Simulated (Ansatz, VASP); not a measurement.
W in VASP and in Ansatz

The input INCAR:

```
PREC = Accurate ; ENCUT = 520
EDIFF = 1E-6 ; ISMEAR = 0
SIGMA = 0.15 ; LREAL = F
LASPH = T ; NELM = 100
ALGO = Fast ; ISIF = 2
LWAVE = F ; LCHARG = F
GGA = PS ; NBANDS = 13
```

The input KPOINTS:

```
Automatic mesh
0
Gamma
  24 24 24
```

Contents of POSCAR:

```
W
1.0
   -1.7705280660      1.6019063455      1.6019063455
    1.6019063455     -1.7705280660      1.6019063455
    1.6019063455      1.6019063455     -1.7705280660
W
1
Direct
    0.0000000000      0.0000000000      0.0000000000
```

Input for Ansatz:

```yaml
crystal:
  lattice:
    - [-1.770528066, 1.6019063455, 1.6019063455]
    - [1.6019063455, -1.770528066, 1.6019063455]
    - [1.6019063455, 1.6019063455, -1.770528066]
  atoms:
    - { symbol: W, position: [0.0, 0.0, 0.0] }
basis:
  ecutwfc: 420
kpoints:
  mp_grid: { grid: [24, 24, 24] }
hamiltonian:
  xc: pbesol
scf:
  occupations: { method: gaussian, width: 0.15 }
output:
  forces: true
  stress: true
  eigenvalues: true
```

Alike in both runs: task single point; functional PBEsol; k mesh 24 × 24 × 24; occupations gaussian, width 0.15 eV; no spin polarisation.

```csv
,VASP,Ansatz
version,VASP 6.6.1,Ansatz 0.2.0
potentials or method,"VASP PAW PBE potentials, release 64 (W_sv), cutoff 520 eV","scalar-relativistic, plane waves, PAW"
valence electrons in the cell,14,14
```

```csv
,VASP,Ansatz,Ansatz less VASP
gap on the k mesh at the Fermi level (eV),none,none,-
pressure (GPa),-3.3,-4.2,-0.87
"traceless stress, the component that is largest in VASP (GPa)",21.89,21.36,-0.535
```

VASP's potentials were made for PBE, not for PBEsol. A gap of «none» marks a metal or a gap that the smearing closes.

Neither program's run includes spin-orbit coupling.
